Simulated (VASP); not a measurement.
Write the native input for VASP 6.6.1 that does the following.

```yaml
Task: single point
Functional: PBE
Potentials_or_basis: VASP PAW PBE potentials, release 64 (B, N)
Cutoff: 520 eV
k_mesh: 10 × 10 × 2
Occupations: gaussian, width 0.05 eV
Spin: no spin polarisation
Dipole_correction: no
Further_INCAR_settings: ALGO = Normal; EDIFF = 1e-07; NBANDS = 36
```

The structure of BN lies in POSCAR:

```
BN
1.0
   -2.5545800960      0.0000000000      0.0000000000
   -1.2772900480     -2.2123312592      0.0000000000
   -1.9159350720     -1.1061656296     12.6735436055
B N
6 6
Direct
    0.6354573576      0.6354573576      0.0624186182
    0.4687906909      0.4687906909      0.3957519516
    0.3021240242      0.3021240242      0.7290852849
   -0.1145426425     -0.1145426425      0.8957519516
    0.2187906909      0.2187906909      0.2290852849
    0.0521240242      0.0521240242      0.5624186182
    0.1978926425      0.1978926424      0.9375480484
    0.5312259758      0.5312259758      0.2708813818
    0.3645593091      0.3645593091      0.6042147151
   -0.0521073575     -0.0521073576      0.7708813818
    0.2812259758      0.2812259758      0.1042147151
    0.1145593091      0.1145593091      0.4375480484
```

One way to write it, as run:

INCAR

```
PREC = Accurate
ENCUT = 520
EDIFF = 1E-7
ISMEAR = 0
SIGMA = 0.05
LREAL = False
LASPH = True
NELM = 80
ALGO = Normal
ISIF = 2
LWAVE = False
LCHARG = True
GGA = PE
LELF = True
LVHAR = True
NBANDS = 36
```

KPOINTS

```
Automatic mesh
0
Gamma
  10 10 2
```

Potentials or basis: VASP PAW PBE potentials, release 64 (B, N).

Run with:

```sh
$ cat potpaw_PBE.64/B/POTCAR potpaw_PBE.64/N/POTCAR > POTCAR
$ mpirun -np 1 vasp_std > vasp.out
```

Results of the run:

- Pressure: 1.5 GPa
- Largest force: 2.714 eV/Å
- Band gap on the k mesh: 2.66 eV, indirect (least direct gap 3.51 eV)

Caveat: forces of over 1 eV/Å act on the atoms, so gaps and moduli don't describe the material at rest.

Wall time 83 s on 1 thread of Intel(R) Xeon(R) 6975P-C (Granite Rapids), on a shared host, peak memory 0.25 GiB.
